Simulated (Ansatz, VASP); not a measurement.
# AlN: VASP beside Ansatz

The input INCAR:

```
PREC = Accurate
ENCUT = 600
EDIFF = 1E-6
ISMEAR = 0
SIGMA = 0.05
LREAL = False
LASPH = True
NELM = 120
ALGO = Normal
ISIF = 2
LWAVE = False
LCHARG = False
GGA = PE
NBANDS = 16
GGA_COMPAT = False
```

KPOINTS

```
Automatic mesh
0
Gamma
  6 6 6
```

POSCAR

```
AlN
1.0
    0.0000000000     -2.2566074476     -2.2566074476
   -2.2566074476      0.0000000000     -2.2566074476
    2.2566074476      2.2566074476     -4.5132148953
Al N
2 2
Direct
    0.0000000000      0.0000000000      0.0000000000
    0.5000000000      0.5000000000      0.5000000000
    0.3750000000      0.3750000000      0.8750000000
    0.8750000000      0.8750000000      0.3750000000
```

Input for Ansatz:

```yaml
crystal:
  lattice:
    - [0.0, -2.2566074476, -2.2566074476]
    - [-2.2566074476, 0.0, -2.2566074476]
    - [2.2566074476, 2.2566074476, -4.5132148953]
  atoms:
    - { symbol: Al, position: [0.0, 0.0, 0.0] }
    - { symbol: Al, position: [0.5, 0.5, 0.5] }
    - { symbol: "N", position: [0.375, 0.375, 0.875] }
    - { symbol: "N", position: [0.875, 0.875, 0.375] }
basis:
  ecutwfc: 520.0
kpoints:
  mp_grid: { grid: [6, 6, 6] }
hamiltonian:
  xc: pbe
scf:
  occupations: { method: gaussian, width: 0.05 }
output:
  forces: true
  stress: true
  eigenvalues: true
```

Change from the starting cell: mode 6 frozen in at +0.000 Å, equal normal strain along x, y and z +0.0250.

Alike in both runs: task single point; functional PBE; k mesh 6 × 6 × 6; occupations gaussian, width 0.05 eV; no spin polarisation.

|  | VASP | Ansatz |
| --- | --- | --- |
| version | VASP 6.6.1 | Ansatz 0.2.0 |
| potentials or method | VASP PAW PBE potentials, release 64 (Al, N), cutoff 600 eV | scalar-relativistic, plane waves, PAW |
| valence electrons in the cell | 16 | 16 |

Ansatz gave:

- gap on the k mesh at the Fermi level (eV): 3.27
- least direct gap on the mesh (eV): 3.35
- pressure (GPa): -12.3

Problem. Which values does VASP return?

Solution. gap on the k mesh at the Fermi level (eV): 3.26; least direct gap on the mesh (eV): 3.35; pressure (GPa): -12.7.
